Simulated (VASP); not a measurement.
A run of VASP 6.6.1:

The input POSCAR:

```
Al
1.0
    2.8642811953      0.0000000000      0.0000000000
   -1.4321405977      2.4805402787      0.0000000000
    0.0000000000      0.0000000000      4.6401355364
Al
2
Direct
    0.2733333333      0.6366666667      0.2050000000
    0.7266666667      0.3633333333      0.7950000000
```

INCAR.step1

```
PREC = Accurate
ENCUT = 520
ISMEAR = -1
SIGMA = 0.05
LREAL = F
LASPH = T
NELM = 80
NBANDS = 10
GGA = PE
ALGO = Normal
EDIFF = 1E-4
LWAVE = T
LCHARG = F
```

File INCAR.step2:

```
PREC = Accurate
ENCUT = 520
EDIFF = 1E-8
ISMEAR = -1
SIGMA = 0.05
LREAL = F
LASPH = T
NELM = 80
ALGO = Normal
ISIF = 2
LWAVE = F
LCHARG = F
METAGGA = R2SCAN
LMIXTAU = T
LEFG = T
NBANDS = 10
ISTART = 1
```

File KPOINTS:

```
Automatic mesh
0
Gamma
  12 12 7
```

Potentials or basis: VASP PAW PBE potentials, release 64 (Al).

Launch:

```bash
$ cat potpaw_PBE.64/Al/POTCAR > POTCAR
$ cp INCAR.step1 INCAR
$ mpirun -np 1 vasp_std > vasp.out
$ cp INCAR.step2 INCAR
$ mpirun -np 1 vasp_std > vasp.out
```

Hardware: 1 thread of Intel Xeon 8259CL, with other jobs on the host.

How long does it take, and how much memory?

Run time: 7.5 min on 1 thread of Intel Xeon 8259CL, on a shared host, peak memory 0.21 GiB. Counts: k points 277.
